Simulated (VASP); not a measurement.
A run of VASP 6.6.1 is set up as follows.

INCAR

```
SYSTEM = BP
PREC     = Accurate       ! precision mode
ENCUT    = 520            ! plane-wave cutoff, eV
EDIFF    = 1E-6           ! SCF threshold, eV
ISMEAR   = 0              ! smearing method
SIGMA    = 0.01           ! smearing width, eV
LREAL    = Auto         
LASPH    = .True.         ! aspherical terms in the spheres
NELM     = 60             ! most SCF steps
ALGO     = Normal         ! electronic algorithm
ISIF     = 2              ! what is computed and relaxed
LWAVE    = .False.        ! write WAVECAR
LCHARG   = .False.        ! write CHGCAR
GGA      = PE             ! functional
NBANDS   = 86             ! bands
```

Contents of KPOINTS:

```
Automatic mesh
0
Gamma
  2 2 2
  0.5 0.5 0.5
```

POSCAR

```
BP
1.0
   -4.5481927936      4.5481927936     -4.5481927936
    4.5481927936     -4.5481927936     -4.5481927936
   -4.5481927936     -4.5481927936      4.5481927936
B P
16 16
Direct
    0.0000000000      0.2500000000      0.7500000000
    0.7500000000      0.2500000000      1.0000000000
    0.5000000000      0.2500000000      0.2500000000
    0.2500000000      0.0000000000      0.7500000000
    0.2500000000      0.2500000000      0.5000000000
    1.0000000000      1.0000000000      1.0000000000
    0.7500000000      0.0000000000      0.2500000000
    0.5000000000      0.7500000000      0.7500000000
    0.5000000000      0.0000000000      0.5000000000
    0.2500000000      0.7500000000      1.0000000000
    0.0000000000      0.7500000000      0.2500000000
    0.7500000000      0.5000000000      0.7500000000
    0.7500000000      0.7500000000      0.5000000000
    0.5000000000      0.5000000000      1.0000000000
    0.2500000000      0.5000000000      0.2500000000
    0.0000000000      0.5000000000      0.5000000000
    0.0000000000      0.5000000000      0.7500000000
    0.7500000000      0.5000000000      0.0000000000
    0.5000000000      0.5000000000      0.2500000000
    0.2500000000      0.2500000000      0.7500000000
    0.2500000000      0.5000000000      0.5000000000
    0.0000000000      0.2500000000      0.0000000000
    0.7500000000      0.2500000000      0.2500000000
    0.5000000000      0.0000000000      0.7500000000
    0.5000000000      0.2500000000      0.5000000000
    0.2500000000      0.0000000000      0.0000000000
    0.0000000000      0.0000000000      0.2500000000
    0.7500000000      0.7500000000      0.7500000000
    0.7500000000      0.0000000000      0.5000000000
    0.5000000000      0.7500000000      0.0000000000
    0.2500000000      0.7500000000      0.2500000000
    0.0000000000      0.7500000000      0.5000000000
```

Potentials or basis: VASP PAW PBE potentials, release 64 (B, P).

The run is started by

```bash
$ cat potpaw_PBE.64/B/POTCAR potpaw_PBE.64/P/POTCAR > POTCAR
$ mpirun -np 1 vasp_std > vasp.out
```

Q: Predict the pressure.

A: -0.2 GPa.

Q: Predict the band gap on the k mesh.

A: 2.39 eV.

Caveat: a shifted mesh leaves out Γ, where band edges can lie. A k mesh can miss the band edges.
